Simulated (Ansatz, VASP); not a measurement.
One calculation of WS2, two programs

```
CELL_PARAMETERS angstrom
3.18000 0.00000 0.00000
-1.59000 2.75396 0.00000
0.00000 0.00000 12.50000
ATOMIC_POSITIONS crystal
W 0.66667 0.33333 0.75000
W 0.33333 0.66667 0.25000
S 0.66667 0.33333 0.37500
S 0.33333 0.66667 0.87500
S 0.66667 0.33333 0.12500
S 0.33333 0.66667 0.62500
```

Alike in both runs: functional LDA; k mesh 7 × 7 × 3; occupations fermi-dirac, width 0.05 eV; non-collinear spin, spin-orbit coupling.

|  | VASP | Ansatz |
| --- | --- | --- |
| version | VASP 6.6.1 | Ansatz 0.2.0 |
| potentials or method | VASP PAW LDA potentials, release 64 (W_sv, S) | Ansatz PAW |
| plane-wave cutoff (eV) | 520 | 420 |
| valence electrons in the cell | 52 | 52 |
| task | single point | band structure |

|  | VASP | Ansatz | Ansatz less VASP |
| --- | --- | --- | --- |
| pressure (GPa) | -5.0 | -5.7 | -0.64 |
| traceless stress, the component that is largest in VASP (GPa) | 1.20 | 1.27 | +0.067 |
| rms of the force components (eV/Å) | 0.136 | 0.170 | +0.0346 |

LDA's correlation is that of Perdew and Zunger in VASP and of Perdew and Wang (1992) in Ansatz. Atom by atom the forces differ by 0.035 eV/Å (rms over components).

Noted on Ansatz's run: the k mesh misses the band edges, so the gap on the mesh is wider than the one along the path.
